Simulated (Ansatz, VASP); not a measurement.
# Two plane-wave programs on TaN

Contents of INCAR:

```
SYSTEM = TaN
ALGO = Normal ; EDIFF = 1E-6
EDIFFG = -0.01 ; ENCUT = 600
GGA = PE ; IBRION = 2
ISIF = 3 ; ISMEAR = 0
LASPH = .TRUE. ; LCHARG = .FALSE.
LREAL = .FALSE. ; LWAVE = .FALSE.
NELM = 80 ; NSW = 100
PREC = Accurate ; SIGMA = 0.1
```

KPOINTS

```
k-points
0
G
  24 24 20
  0 0 0
```

File POSCAR:

```
TaN
1.0
    2.9502626678      0.0000000000      0.0000000000
   -1.4751313339      2.5550024182      0.0000000000
    0.0000000000      0.0000000000      2.8972025697
Ta N
1 1
Direct
    0.3333333333      0.6666666667      0.5000000000
    0.0000000000      0.0000000000      0.0000000000
```

Input for Ansatz:

```yaml
crystal:
  lattice:
    - [2.9502626678, 0.0, 0.0]
    - [-1.4751313339, 2.5550024182, 0.0]
    - [0.0, 0.0, 2.8972025697]
  atoms:
    - { symbol: Ta, position: [0.3333333333, 0.6666666667, 0.5] }
    - { symbol: "N", position: [0.0, 0.0, 0.0] }
basis:
  ecutwfc: 420
kpoints:
  mp_grid: { grid: [24, 24, 20] }
hamiltonian:
  xc: pbe
scf:
  occupations: { method: gaussian, width: 0.1 }
output:
  forces: true
  stress: true
  eigenvalues: true
  write_density: true
  write_potential: true
  elf: true
  volumetric_format: npy
relax:
  adjacent_minimum: "off"
  f_tol: 0.01
  max_steps: 80
  cell: { stress_tol: 0.05 }
```

Alike in both runs: task relaxation of cell and atoms; functional PBE; k mesh 24 × 24 × 20; occupations gaussian, width 0.1 eV; no spin polarisation.

```csv
,VASP,Ansatz
version,VASP 6.6.1,Ansatz 0.2.0
potentials or method,"VASP PAW PBE potentials, release 64 (Ta_pv, N), cutoff 600 eV","scalar-relativistic, plane waves, PAW"
valence electrons in the cell,16,18
```

Ansatz gave:

```
gap on the k mesh at the Fermi level, each at its own relaxed structure (eV) : none
relaxed volume (Å³/atom)                                                     : 10.92
relaxed cell length with the largest relative difference (Å)                 : 2.898
```

Q: Estimate VASP's values.

A: gap on the k mesh at the Fermi level, each at its own relaxed structure (eV): none; relaxed volume (Å³/atom): 10.94; relaxed cell length with the largest relative difference (Å): 2.899.

A gap of «none» marks a metal or a gap that the smearing closes. VASP's potentials hold 16 valence electrons a cell and Ansatz's 18, so a difference there can come from the potentials and not from the codes.

Spin-orbit coupling is off throughout.
